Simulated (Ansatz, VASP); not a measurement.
## One calculation of TlCl, two programs

Contents of INCAR:

```
SYSTEM = TlCl
PREC     = Accurate       ! precision mode
ENCUT    = 500            ! plane-wave cutoff, eV
EDIFF    = 1E-7           ! SCF threshold, eV
ISMEAR   = 0              ! smearing method
SIGMA    = 0.02           ! smearing width, eV
LREAL    = .False.        ! projectors in reciprocal space
LASPH    = .True.         ! aspherical terms in the spheres
NELM     = 120            ! most SCF steps
ALGO     = Normal         ! electronic algorithm
ISIF     = 3              ! what is computed and relaxed
LWAVE    = .False.        ! write WAVECAR
LCHARG   = .False.        ! write CHGCAR
GGA      = PE             ! functional
IBRION   = 2              ! ionic algorithm
NSW      = 100            ! ionic steps
EDIFFG   = -0.005         ! ionic threshold
GGA_COMPAT= .False.      
NELMIN   = 4
```

KPOINTS

```
Automatic mesh
0
Gamma
  8 8 8
  0 0 0
```

The input POSCAR:

```
TlCl
1.0
    3.8339977844      0.0000000000      0.0000000000
    0.0000000000      3.8339977844      0.0000000000
    0.0000000000      0.0000000000      3.8339977844
Tl Cl
1 1
Direct
    0.0000000000      0.0000000000      0.0000000000
    0.5000000000      0.5000000000      0.5000000000
```

Input for Ansatz:

```yaml
crystal:
  lattice:
    - [3.8339977844, 0.0, 0.0]
    - [0.0, 3.8339977844, 0.0]
    - [0.0, 0.0, 3.8339977844]
  atoms:
    - { symbol: Tl, position: [0.0, 0.0, 0.0] }
    - { symbol: Cl, position: [0.5, 0.5, 0.5] }
basis:
  ecutwfc: 420
kpoints:
  mp_grid: { grid: [8, 8, 8] }
hamiltonian:
  xc: pbe
scf:
  occupations: { method: gaussian, width: 0.02 }
output:
  forces: true
  stress: true
  eigenvalues: true
relax:
  adjacent_minimum: "off"
  f_tol: 0.005
  max_steps: 80
  cell: { stress_tol: 0.05 }
```

Alike in both runs: task relaxation of cell and atoms; functional PBE; k mesh 8 × 8 × 8; occupations gaussian, width 0.02 eV; no spin polarisation.

|  | VASP | Ansatz |
| --- | --- | --- |
| version | VASP 6.6.1 | Ansatz 0.2.0 |
| potentials or method | VASP PAW PBE potentials, release 64 (Tl_d, Cl), cutoff 500 eV | scalar-relativistic, plane waves, PAW |
| valence electrons in the cell | 20 | 20 |

```csv
,VASP,Ansatz,Ansatz less VASP
"gap on the k mesh at the Fermi level, each at its own relaxed structure (eV)",2.20,2.19,-0.006
relaxed volume (Å³/atom),29.60,29.60,0.000
relaxed cell length with the largest relative difference (Å),3.897,3.897,0.0000
```

Spin-orbit coupling is off throughout.
